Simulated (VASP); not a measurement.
Crystal: SrO.

```
CELL_PARAMETERS angstrom
3.57682 0.00000 0.00000
-1.78841 3.09762 0.00000
0.00000 0.00000 6.25848
ATOMIC_POSITIONS crystal
Sr 0.66667 0.33333 0.75000
Sr 0.33333 0.66667 0.25000
O 0.00000 0.00000 0.50000
O 0.00000 0.00000 0.00000
```

This cell differs from its parent crystal: volume scaled by 1.02.

Base run:

| Property | Result |
| --- | --- |
| Program | VASP 6.6.1 |
| Functional | PBEsol |
| Potentials or basis | VASP PAW PBE potentials, release 64 (Sr_sv, O) |
| Cutoff | 520 eV |
| k mesh | 9 × 9 × 5 |
| Occupations | fermi-dirac, width 0.05 eV |
| Spin | no spin polarisation |

Its results: band gap on the k mesh 2.82 eV, direct; pressure -3.4 GPa.

Question: The run is repeated on the same cell with these changes: functional from PBEsol to r2SCAN; further incar settings from ALGO = Normal; EDIFF = 1e-07; NBANDS = 24 to ALGO = Normal; EDIFF = 1e-06; NBANDS = 24. What comes out?

Answer: Band gap on the k mesh 3.51 eV, indirect (least direct gap 3.55 eV); pressure -1.6 GPa.

Caveats: the PAW data sets were made with another functional, which shifts forces and pressure a little.

A k mesh can miss the band edges.
